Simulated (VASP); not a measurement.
Write the native input for VASP 6.6.1 that does the following.

```
Task                   : single point
Functional             : LDA
Potentials or basis    : VASP PAW LDA potentials, release 64 (In_d, O)
Cutoff                 : 520 eV
k mesh                 : 12 × 12 × 2
Occupations            : gaussian, width 0.03 eV
Spin                   : no spin polarisation
Dipole correction      : no
Further INCAR settings : ALGO = Normal; EDIFF = 1e-06; NBANDS = 27
```

The structure of InO lies in POSCAR:

```
InO
1.0
    3.3672734563      0.0000000000      0.0000000000
   -1.6836367282      2.9161443546      0.0000000000
    0.0000000000      0.0000000000     16.2740275000
In O
2 2
Direct
    0.6666666667      0.3333333333      0.5900210000
    0.6666666667      0.3333333333      0.4099790000
    0.0000000000      0.0000000000      0.6398670000
    0.0000000000      0.0000000000      0.3601330000
```

This cell differs from its parent crystal: strain -0.025 along x and y, +0.025 along z.

These files were run (other wordings do the same):

INCAR

```
PREC = Accurate
ENCUT = 520
EDIFF = 1E-6
ISMEAR = 0
SIGMA = 0.03
LREAL = False
LASPH = True
NELM = 80
ALGO = Normal
ISIF = 2
LWAVE = False
LCHARG = False
GGA = CA
NBANDS = 27
```

KPOINTS

```
regular mesh
0
Gamma
  12 12 2
```

Potentials or basis: VASP PAW LDA potentials, release 64 (In_d, O).

Command:

```console
$ cat potpaw_LDA.64/In_d/POTCAR potpaw_LDA.64/O/POTCAR > POTCAR
$ mpirun -np 1 vasp_std > vasp.out
```

It gave:

The largest force is 0.376 eV/Å. The band gap on the k mesh is 0.16 eV, indirect (least direct gap 1.16 eV).

Caveat: the cell differs from its parent crystal (strain -0.025 along x and y, +0.025 along z); spin-orbit coupling is left out, which moves the levels of the heavy elements.

Wall time 2.5 min on 1 thread of Intel(R) Xeon(R) 6975P-C (Granite Rapids), on a shared host, peak memory 0.32 GiB.
